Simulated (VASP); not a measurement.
Wanted: the native input for a VASP 6.6.1 run.

| Property | Result |
| --- | --- |
| Task | single point |
| Functional | PBEsol |
| Potentials or basis | VASP PAW PBE potentials, release 64 (Ti_sv) |
| Cutoff | 520 eV |
| k mesh | 22 × 22 × 22 |
| Occupations | gaussian, width 0.15 eV |
| Spin | no spin polarisation |
| Dipole correction | no |
| Further INCAR settings | ALGO = Fast; EDIFF = 1e-06; NBANDS = 12 |

The structure of Ti lies in POSCAR:

```
Ti
1.0
   -1.4620383950      1.4620383950      2.0673222905
    1.4620383950     -1.4620383950      2.0673222905
    1.4620383950      1.4620383950     -2.0673222905
Ti
1
Direct
    0.0000000000      0.0000000000      0.0000000000
```

This cell differs from its parent crystal: ratio of the length along z to the lengths across it x 1.414, volume and fractional coordinates fixed.

One way to write it, as run:

INCAR

```
SYSTEM = Ti
PREC     = Accurate       ! precision mode
ENCUT    = 520            ! plane-wave cutoff, eV
EDIFF    = 1E-6           ! SCF threshold, eV
ISMEAR   = 0              ! smearing method
SIGMA    = 0.15           ! smearing width, eV
LREAL    = .FALSE.        ! projectors in reciprocal space
LASPH    = .TRUE.         ! aspherical terms in the spheres
NELM     = 60             ! most SCF steps
ALGO     = Fast           ! electronic algorithm
ISIF     = 2              ! what is computed and relaxed
LWAVE    = .FALSE.        ! write WAVECAR
LCHARG   = .TRUE.         ! write CHGCAR
GGA      = PS             ! functional
LELF     = .TRUE.         ! ELF
LVHAR    = .TRUE.       
NBANDS   = 12             ! bands
```

KPOINTS

```
regular mesh
0
G
  22 22 22
  0 0 0
```

Potentials or basis: VASP PAW PBE potentials, release 64 (Ti_sv).

Launch:

```sh
$ cat potpaw_PBE.64/Ti_sv/POTCAR > POTCAR
$ mpirun -np 1 vasp_std > vasp.out
```

Results of the run:

```
Pressure               : -6.1 GPa
Band gap on the k mesh : zero (band 6 reaches 8.77 eV, above the bottom of band 7 at 7.43 eV)
```

Caveat: the PAW data sets were made with another functional, which shifts forces and pressure a little.

Run time: 2.7 min on 1 thread of Intel(R) Xeon(R) Platinum 8488C (Sapphire Rapids) (shared host), peak memory 0.3 GiB.
